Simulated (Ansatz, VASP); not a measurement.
# One calculation of MgS, two programs

The input INCAR:

```
SYSTEM = MgS
ALGO = Normal
EDIFF = 1E-6
ENCUT = 520
GGA = PE
ISIF = 2
ISMEAR = -1
LASPH = .True.
LCHARG = .True.
LELF = .True.
LREAL = .False.
LVHAR = .True.
LWAVE = .False.
NBANDS = 11
NELM = 100
PREC = Accurate
SIGMA = 0.02
```

Contents of KPOINTS:

```
k-points
0
Gamma
  8 8 8
  0 0 0
```

File POSCAR:

```
MgS
1.0
   -0.0762244756      2.6015179370      2.6015179370
    2.6015179370     -0.0762244756      2.6015179370
    2.5252934615      2.5252934615      0.0000000000
Mg S
1 1
Direct
    0.0000000000      0.0000000000      0.0000000000
    0.5000000000      0.5000000000      0.5000000000
```

Input for Ansatz:

```yaml
crystal:
  lattice:
    - [-0.0762244756, 2.601517937, 2.601517937]
    - [2.601517937, -0.0762244756, 2.601517937]
    - [2.5252934615, 2.5252934615, 0.0]
  atoms:
    - { symbol: Mg, position: [0.0, 0.0, 0.0] }
    - { symbol: S, position: [0.5, 0.5, 0.5] }
kpoints:
  mp_grid: { grid: [8, 8, 8] }
  band_path:
    path:
      - [0.0, 0.0, 0.0]
      - [0.5, 0.0, 0.5]
      - [0.625, 0.25, 0.625]
      - [0.375, 0.375, 0.75]
      - [0.5, 0.5, 0.5]
      - [0.5, 0.25, 0.75]
      - [0.5, 0.5, 0.0]
    npoints: 1
hamiltonian:
  xc: pbe
scf:
  occupations: { method: fermi_dirac, width: 0.02 }
  n_extra_bands: 4
output:
  forces: true
  stress: true
  eigenvalues: true
```

Change from the starting cell: shear_xy strain -5.9%.

Alike in both runs: task single point; functional PBE; k mesh 8 × 8 × 8; occupations fermi-dirac, width 0.02 eV; no spin polarisation.

```csv
,VASP,Ansatz
version,VASP 6.6.1,Ansatz 0.2.0
potentials or method,"VASP PAW PBE potentials, release 64 (Mg, S)","plane waves, PAW"
plane-wave cutoff (eV),520,420
valence electrons in the cell,8,16
```

Ansatz gave:

- gap on the k mesh at the Fermi level (eV): 2.38
- pressure (GPa): 1.2
- traceless stress, the component that is largest in VASP (GPa): 3.24

Q: Which values does VASP return?

A: gap on the k mesh at the Fermi level (eV): 2.37; pressure (GPa): 0.9; traceless stress, the component that is largest in VASP (GPa): 3.24.

VASP's potentials hold 8 valence electrons a cell and Ansatz's 16, so a difference there can come from the potentials and not from the codes.
